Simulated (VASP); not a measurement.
Crystal: Pd.

```
Pd
1.0
     0.00000    1.94650    1.94650
     1.94650    0.00000    1.94650
     1.94650    1.94650    0.00000
Pd
1
Direct
  0.00000 0.00000 0.00000
```

```yaml
Program: VASP 6.6.1
Task: relaxation of cell and atoms
Functional: RPBE
Potentials_or_basis: VASP PAW PBE potentials, release 64 (Pd)
Cutoff: 500 eV
k_mesh: 9 × 9 × 9
Occupations: methfessel-paxton, width 0.1 eV
Spin: no spin polarisation
```

At the start: pressure 11.0 GPa; volume 14.75 Å³/atom.

Question: How do energy, volume and symmetry change on relaxing?

Answer: Over 3 steps the energy falls by 30.0 meV/atom and the volume is 15.70 Å³/atom (+6.4 %); space group Fm-3m (No. 225, to 0.05 Å).

The path:
```
step  energy change (eV)  largest force (eV/Å)  pressure (GPa)  volume (Å³)
   1              0.0000                0.0000           11.01        14.75
   2              0.0147                0.0000           -9.72        17.02
   3             -0.0300                0.0000           -0.15        15.70
```

Final structure:
```
Pd
1.0
     0.00000    1.98747    1.98747
     1.98747    0.00000    1.98747
     1.98747    1.98747    0.00000
Pd
1
Direct
  0.00000 0.00000 0.00000
```

Caveat: the PAW data sets were made with another functional, which shifts forces and pressure a little.
